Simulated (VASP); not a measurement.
Input of a VASP 6.6.1 run:

INCAR

```
SYSTEM = BN
ALGO = Normal
EDIFF = 1E-7
EDIFFG = -0.01
ENCUT = 600
GGA = PS
IBRION = 2
ISIF = 3
ISMEAR = -1
LASPH = .TRUE.
LCHARG = .FALSE.
LREAL = .FALSE.
LWAVE = .FALSE.
NELM = 80
NSW = 60
PREC = Accurate
SIGMA = 0.05
```

The input KPOINTS:

```
k-points
0
G
  13 13 13
  0 0 0
```

Contents of POSCAR:

```
BN
1.0
    0.0000000000      1.8130010000      1.8130010000
    1.8130010000      0.0000000000      1.8130010000
    1.8130010000      1.8130010000      0.0000000000
N B
1 1
Direct
    0.2500000000      0.2500000000      0.2500000000
    0.0000000000      0.0000000000      0.0000000000
```

Potentials or basis: VASP PAW PBE potentials, release 64 (N, B).

Launch:

```bash
$ cat potpaw_PBE.64/N/POTCAR potpaw_PBE.64/B/POTCAR > POTCAR
$ mpirun -np 1 vasp_std > vasp.out
```

(1) Predict the relaxed cell.

(2) What does it give for the relaxed volume?

(3) What does it give for the band gap on the k mesh?

## Answers

(1) a = 2.550 Å, b = 2.550 Å, c = 2.550 Å, α = 60.00°, β = 60.00°, γ = 60.00°.

(2) 5.86 Å³/atom.

(3) 4.36 eV, indirect (least direct gap 8.79 eV).

Caveat: the PAW data sets were made with another functional, which shifts forces and pressure a little.
